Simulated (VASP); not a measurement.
Here is a VASP 6.6.1 calculation.

Contents of INCAR:

```
SYSTEM = BN
  PREC = Accurate
  ENCUT = 520
  EDIFF = 1E-7
  ISMEAR = -1
  SIGMA = 0.05
  LREAL = .FALSE.
  LASPH = .TRUE.
  NELM = 60
  ALGO = Normal
  ISIF = 2
  LWAVE = .FALSE.
  LCHARG = .FALSE.
  GGA = PE
  NBANDS = 11
```

File KPOINTS:

```
Automatic mesh
0
G
  12 12 12
  0 0 0
```

File POSCAR:

```
BN
1.0
    1.2675858000      0.7318410028      3.4173202092
   -1.2675858000      0.7318410028      3.4173202092
    0.0000000000     -1.4636820056      3.4173202092
N B
1 1
Direct
    0.6672382000      0.6672382000      0.6672382000
    0.0003288000      0.0003288000      0.0003288000
```

Potentials or basis: VASP PAW PBE potentials, release 64 (N, B).

Run with:

```bash
$ cat potpaw_PBE.64/N/POTCAR potpaw_PBE.64/B/POTCAR > POTCAR
$ mpirun -np 1 vasp_std > vasp.out
```

Estimate the largest force.

0.006 eV/Å.

Estimate the pressure.

-5.4 GPa.

What does it give for the band gap on the k mesh?

4.23 eV, indirect (least direct gap 4.60 eV).

Forces on the atoms (eV/Å):
```
N    0.000  0.000 -0.006
B    0.000  0.000  0.006
```

 A k mesh can miss the band edges.
